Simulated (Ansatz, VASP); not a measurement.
# WS4: VASP beside Ansatz

File INCAR:

```
SYSTEM = WS4
PREC = Accurate
ENCUT = 520
EDIFF = 1E-6
ISMEAR = 0
SIGMA = 0.05
LREAL = .FALSE.
LASPH = .TRUE.
NELM = 100
ALGO = Normal
ISIF = 2
LWAVE = .FALSE.
LCHARG = .TRUE.
LDIPOL = .TRUE.
IDIPOL = 3
DIPOL = 0.5 0.5 0.500
GGA = PE
LELF = .TRUE.
LVHAR = .TRUE.
LVACPOTAV = .TRUE.
NBANDS = 27
```

Contents of KPOINTS:

```
regular mesh
0
G
  9 9 1
  0 0 0
```

The input POSCAR:

```
WS4
1.0
    3.1885197258      0.0000000000      0.0000000000
   -1.5942598629      2.7613390830      0.0000000000
    0.0000000000      0.0000000000     45.7594857743
S W
4 1
Direct
    0.6666666667      0.3333333333      0.1639004432
    0.6666666667      0.3333333333      0.4656699359
    0.6666666667      0.3333333333      0.5343300641
    0.6666666667      0.3333333333      0.8360995568
    0.3333333333      0.6666666667      0.5000000000
```

Input for Ansatz:

```yaml
crystal:
  lattice:
    - [3.1885197258, 0.0, 0.0]
    - [-1.5942598629, 2.761339083, 0.0]
    - [0.0, 0.0, 45.7594857743]
  atoms:
    - { symbol: S, position: [0.6666666667, 0.3333333333, 0.1639004432] }
    - { symbol: S, position: [0.6666666667, 0.3333333333, 0.4656699359] }
    - { symbol: W, position: [0.3333333333, 0.6666666667, 0.5] }
    - { symbol: S, position: [0.6666666667, 0.3333333333, 0.5343300641] }
    - { symbol: S, position: [0.6666666667, 0.3333333333, 0.8360995568] }
basis:
  ecutwfc: 420
kpoints:
  mp_grid: { grid: [9, 9, 1] }
hamiltonian:
  xc: pbe
scf:
  occupations: { method: gaussian, width: 0.05 }
output:
  forces: true
  stress: true
  eigenvalues: true
efield:
  axis: 3
  dipole_correction: true
  ramp_width: 0.04
```

Alike in both runs: task single point; functional PBE; k mesh 9 × 9 × 1; occupations gaussian, width 0.05 eV; no spin polarisation.

```csv
,VASP,Ansatz
version,VASP 6.6.1,Ansatz 0.2.0
potentials or method,"VASP PAW PBE potentials, release 64 (S, W_sv), cutoff 520 eV","scalar-relativistic, plane waves, PAW"
valence electrons in the cell,38,38
```

|  | VASP | Ansatz | Ansatz less VASP |
| --- | --- | --- | --- |
| gap on the k mesh at the Fermi level (eV) | none | none | - |
| work function, face that differs most (eV) | 7.03 | 7.03 | -0.003 |

A gap of «none» marks a metal or a gap that the smearing closes. Ansatz's warnings: stability check not made.

Neither program's run includes spin-orbit coupling.
